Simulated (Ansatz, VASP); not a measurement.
Two plane-wave programs on KCl

Contents of INCAR:

```
SYSTEM = KCl
PREC     = Accurate       ! precision mode
ENCUT    = 520            ! plane-wave cutoff, eV
EDIFF    = 1E-7           ! SCF threshold, eV
ISMEAR   = 0              ! smearing method
SIGMA    = 0.05           ! smearing width, eV
LREAL    = .False.        ! projectors in reciprocal space
LASPH    = .True.         ! aspherical terms in the spheres
NELM     = 100            ! most SCF steps
ALGO     = Normal         ! electronic algorithm
ISIF     = 2              ! what is computed and relaxed
LWAVE    = .False.        ! write WAVECAR
LCHARG   = .True.         ! write CHGCAR
GGA      = PE             ! functional
LELF     = .True.         ! ELF
LVHAR    = .True.       
NBANDS   = 15             ! bands
```

Contents of KPOINTS:

```
regular mesh
0
Gamma
  10 10 10
  0 0 0
```

File POSCAR:

```
KCl
1.0
    0.0000000000      3.1476209971      3.1476209971
    3.1476209971      0.0000000000      3.1476209971
    3.1476209971      3.1476209971      0.0000000000
K Cl
1 1
Direct
    0.0000000000      0.0000000000      0.0000000000
    0.5000000000      0.5000000000      0.5000000000
```

Input for Ansatz:

```yaml
crystal:
  lattice:
    - [0.0, 3.1476209971, 3.1476209971]
    - [3.1476209971, 0.0, 3.1476209971]
    - [3.1476209971, 3.1476209971, 0.0]
  atoms:
    - { symbol: K, position: [0.0, 0.0, 0.0] }
    - { symbol: Cl, position: [0.5, 0.5, 0.5] }
basis:
  ecutwfc: 420
  ecutrho_ratio: 4
kpoints:
  mp_grid: { grid: [10, 10, 10] }
hamiltonian:
  xc: pbe
scf:
  occupations: { method: gaussian, width: 0.05 }
output:
  forces: true
  stress: true
  eigenvalues: true
```

Alike in both runs: task single point; functional PBE; k mesh 10 × 10 × 10; occupations gaussian, width 0.05 eV; no spin polarisation.

|  | VASP | Ansatz |
| --- | --- | --- |
| version | VASP 6.6.1 | Ansatz 0.2.0 |
| potentials or method | VASP PAW PBE potentials, release 64 (K_sv, Cl), cutoff 520 eV | scalar-relativistic, plane waves, PAW |
| valence electrons in the cell | 16 | 16 |

|  | VASP | Ansatz | Ansatz less VASP |
| --- | --- | --- | --- |
| gap on the k mesh at the Fermi level (eV) | 5.18 | 5.19 | +0.002 |
| least direct gap on the mesh (eV) | 5.18 | 5.19 | +0.002 |
| pressure (GPa) | 0.8 | 0.7 | -0.02 |

The functional is the same, so the differences come from potentials, cutoffs and numerics.
